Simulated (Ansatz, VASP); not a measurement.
Two plane-wave programs on GaP

```
Ga P
1.0
     0.00000    2.70270    2.70270
     2.70270    0.00000    2.70270
     2.70270    2.70270    0.00000
Ga P
1 1
Direct
  0.00000 0.00000 0.00000
  0.75000 0.75000 0.75000
```

Alike in both runs: task single point; functional PBE; k mesh 10 × 10 × 10; occupations gaussian, width 0.05 eV; no spin polarisation.

|  | VASP | Ansatz |
| --- | --- | --- |
| version | VASP 6.6.1 | Ansatz 0.2.0 |
| potentials or method | VASP PAW PBE potentials, release 64 (Ga_d, P), cutoff 520 eV | scalar-relativistic, plane waves, PAW |
| valence electrons in the cell | 18 | 18 |

|  | VASP | Ansatz | Ansatz less VASP |
| --- | --- | --- | --- |
| gap on the k mesh at the Fermi level (eV) | 1.56 | 1.56 | 0.000 |
| least direct gap on the mesh (eV) | 2.03 | 2.04 | +0.001 |
| pressure (GPa) | 4.7 | 4.8 | +0.10 |
